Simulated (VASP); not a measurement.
A run of VASP 6.6.1 is set up as follows.

The input INCAR:

```
PREC = Accurate
ENCUT = 520
EDIFF = 1E-6
ISMEAR = 0
SIGMA = 0.15
LREAL = False
LASPH = True
NELM = 60
ALGO = Fast
ISIF = 2
LWAVE = False
LCHARG = False
GGA = PS
NBANDS = 22
```

File KPOINTS:

```
regular mesh
0
Gamma
  24 24 14
```

Contents of POSCAR:

```
Rh
1.0
    2.4736371980      0.0000000000      0.0000000000
   -1.2368185990      2.1422326532      0.0000000000
    0.0000000000      0.0000000000      4.3290202437
Rh
2
Direct
    0.6666666667      0.3333333333      0.7500000000
    0.3333333333      0.6666666667      0.2500000000
```

Potentials or basis: VASP PAW PBE potentials, release 64 (Rh_pv).

Launch:

```sh
$ cat potpaw_PBE.64/Rh_pv/POTCAR > POTCAR
$ mpirun -np 1 vasp_std > vasp.out
```

Q: What does it give for the band gap on the k mesh?

A: Zero (bands 15 and 16 overlap by 3.67 eV).

Q: Estimate the pressure.

A: 77.3 GPa.

Stress tensor (GPa, compression positive):
```
92.74  0.00  0.00
 0.00 92.74  0.00
 0.00  0.00 46.42
```

Caveat: the cell differs from its parent crystal (strain -0.080 along x and y, +0.000 along z); the cell stands under pressure; the PAW data sets were made with another functional, which shifts forces and pressure a little.
